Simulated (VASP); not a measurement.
Wanted: the native input for a VASP 6.6.1 run.

| Property | Result |
| --- | --- |
| Task | relaxation of cell and atoms |
| Functional | r2SCAN |
| Potentials or basis | VASP PAW PBE potentials, release 64 (Tl_d) |
| Cutoff | 600 eV |
| k mesh | 14 × 14 × 14 |
| Occupations | gaussian, width 0.1 eV |
| Spin | no spin polarisation |
| Dipole correction | no |
| Further INCAR settings | ALGO = Normal; EDIFF = 1e-06; IBRION = 2; EDIFFG = -0.01; NSW = 80; ISIF = 3 |

Crystal: Tl.

```xyz
1
Lattice="0.0000 2.4580 2.4580 2.4580 0.0000 2.4580 2.4580 2.4580 0.0000" Properties=species:S:1:pos:R:3 pbc="T T T"
Tl    0.0000    0.0000    0.0000
```

This isn't the form of Tl at room conditions, which is hcp.

The input as run:

POSCAR

```
Tl
1.0
    0.0000000000      2.4580133538      2.4580133538
    2.4580133538      0.0000000000      2.4580133538
    2.4580133538      2.4580133538      0.0000000000
Tl
1
Direct
    0.0000000000      0.0000000000      0.0000000000
```

INCAR.step1

```
SYSTEM = Tl
PREC = Accurate
ENCUT = 600
ISMEAR = 0
SIGMA = 0.1
LREAL = .False.
LASPH = .True.
NELM = 100
GGA = PE
ALGO = Normal
EDIFF = 1E-4
LWAVE = .True.
LCHARG = .False.
```

INCAR.step2

```
SYSTEM = Tl
PREC = Accurate
ENCUT = 600
EDIFF = 1E-6
ISMEAR = 0
SIGMA = 0.1
LREAL = .False.
LASPH = .True.
NELM = 100
ALGO = Normal
ISIF = 3
LWAVE = .False.
LCHARG = .False.
METAGGA = R2SCAN
LMIXTAU = .True.
IBRION = 2
NSW = 80
EDIFFG = -0.01
ISTART = 1
```

KPOINTS

```
Automatic mesh
0
Gamma
  14 14 14
  0 0 0
```

Potentials or basis: VASP PAW PBE potentials, release 64 (Tl_d).

Run with:

```bash
$ cat potpaw_PBE.64/Tl_d/POTCAR > POTCAR
$ cp INCAR.step1 INCAR
$ mpirun -np 1 vasp_std > vasp.out
$ cp INCAR.step2 INCAR
$ mpirun -np 1 vasp_std > vasp.out
```

It gave:

The relaxed volume is 29.86 Å³/atom. The relaxed cell is a = 3.482 Å, b = 3.482 Å, c = 3.482 Å, α = 60.00°, β = 60.00°, γ = 60.00° and the space group after relaxing (to 0.1 Å) is Fm-3m (No. 225). The energy gained by relaxing is 0.1 meV/atom, the ionic steps are 2 and the pressure after relaxing is 0.0 GPa. The band gap on the k mesh is zero (an odd number of electrons rules out a gap without spin polarisation).

Caveat: the PAW data sets were made with another functional, which shifts forces and pressure a little; spin-orbit coupling is left out, which moves the levels of the heavy elements.

Run time: 4.7 min on 1 thread of Intel Xeon 8259CL, with other jobs on the host, peak memory 0.2 GiB.
